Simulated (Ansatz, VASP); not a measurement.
## Mg2ZrH6 in VASP and in Ansatz

```xyz
9
Lattice="0.0000 3.6508 3.6508 3.6508 0.0000 3.6508 3.6508 3.6508 0.0000" Properties=species:S:1:pos:R:3 pbc="T T T"
Mg    5.4762    5.4762    5.4762
Mg    1.8254    1.8254    1.8254
Zr    0.0000    0.0000    0.0000
H     0.0000    1.8254    1.8254
H     3.6508    1.8254    1.8254
H     1.8254    0.0000    1.8254
H     1.8254    3.6508    1.8254
H     1.8254    1.8254    0.0000
H     1.8254    1.8254    3.6508
```

Change from the starting cell: ordered vacancies on the A sites of perovskite (Fm-3m, No. 225).

Alike in both runs: task single point; functional PBE; k mesh 4 × 4 × 4; occupations gaussian, width 0.1 eV; collinear spin.

|  | VASP | Ansatz |
| --- | --- | --- |
| version | VASP 6.6.1 | Ansatz 0.2.0 |
| potentials or method | VASP PAW PBE potentials, release 64 (Mg, Zr_sv, H), cutoff 520 eV | scalar-relativistic, plane waves, PAW |
| valence electrons in the cell | 22 | 38 |

Ansatz gave:

- gap on the k mesh at the Fermi level (eV): none
- pressure (GPa): 0.9
- net moment per atom (μB): 0.20
- size of the moment on the site where the two differ most (μB): 0.93

**Question.** Which values does VASP return?

**Answer.** gap on the k mesh at the Fermi level (eV): none; pressure (GPa): 0.8; net moment per atom (μB): 0.20; size of the moment on the site where the two differ most (μB): 1.19.

Site moments also hang on the region over which each program counts them. A gap of «none» marks a metal or a gap that the smearing closes. VASP's potentials hold 22 valence electrons a cell and Ansatz's 38, so a difference there can come from the potentials and not from the codes.

The k mesh is coarse, so the values compare programs but aren't converged.
